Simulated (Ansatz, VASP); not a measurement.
## One calculation of Si, two programs

```
Si
1.0
     0.00000    2.42075    2.42075
     2.42075    0.00000    2.42075
     2.42075    2.42075    0.00000
Si
2
Direct
  0.87500 0.87500 0.87500
  0.12500 0.12500 0.12500
```

Change from the starting cell: volume scaled by 0.72, PAW files.

Alike in both runs: task single point; functional LDA; k mesh 13 × 13 × 13; occupations fermi-dirac, width 0.1 eV; no spin polarisation.

|  | VASP | Ansatz |
| --- | --- | --- |
| version | VASP 6.6.1 | Ansatz 0.2.0 |
| potentials or method | VASP PAW LDA potentials, release 64 (Si) | PAW with Ansatz's default frozen-core files, scalar-relativistic |
| plane-wave cutoff (eV) | 520 | 420 |
| valence electrons in the cell | 8 | 8 |

|  | VASP | Ansatz | Ansatz less VASP |
| --- | --- | --- | --- |
| pressure (GPa) | 61.5 | 61.2 | -0.29 |

LDA's correlation is that of Perdew and Zunger in VASP and of Perdew and Wang (1992) in Ansatz. Both programs put the cell under a high pressure, so it lies far from rest at this level.

Noted on VASP's run: the cell as given lies far from equilibrium.
